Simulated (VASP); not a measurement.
Tc, 2 atoms in the cell. The structure is hexagonal, space group P6_3/mmc (No. 194). The conventional cell has a = 2.722 Å, b = 2.722 Å, c = 4.368 Å, α = 90.00°, β = 90.00°, γ = 120.00°. Tc (site symmetry -6m2) has 12 Tc at 2.69 to 2.72 Å within 3.5 Å. 

```yaml
Program: VASP 6.6.1
Task: single point
Functional: LDA
Potentials_or_basis: VASP PAW LDA potentials, release 64 (Tc_pv)
Cutoff: 520 eV
k_mesh: 11 × 11 × 6
Occupations: fermi-dirac, width 0.05 eV
Spin: no spin polarisation
Dipole_correction: no
Further_INCAR_settings: ALGO = Normal; EDIFF = 1e-06; NBANDS = 20
```

Potentials or basis: VASP PAW LDA potentials, release 64 (Tc_pv).

Launch:

```sh
$ cat potpaw_LDA.64/Tc_pv/POTCAR > POTCAR
$ mpirun -np 1 vasp_std > vasp.out
```

Hardware: 1 thread of Intel(R) Xeon(R) Platinum 8259CL CPU @ 2.50GHz (Skylake/Cascade Lake) (shared host).

How long does it take, and how much memory?

It took 30 s on 1 thread of Intel(R) Xeon(R) Platinum 8259CL CPU @ 2.50GHz (Skylake/Cascade Lake), with other jobs on the host, peak memory 0.14 GiB. Counts: scf iterations 11, k points 64.
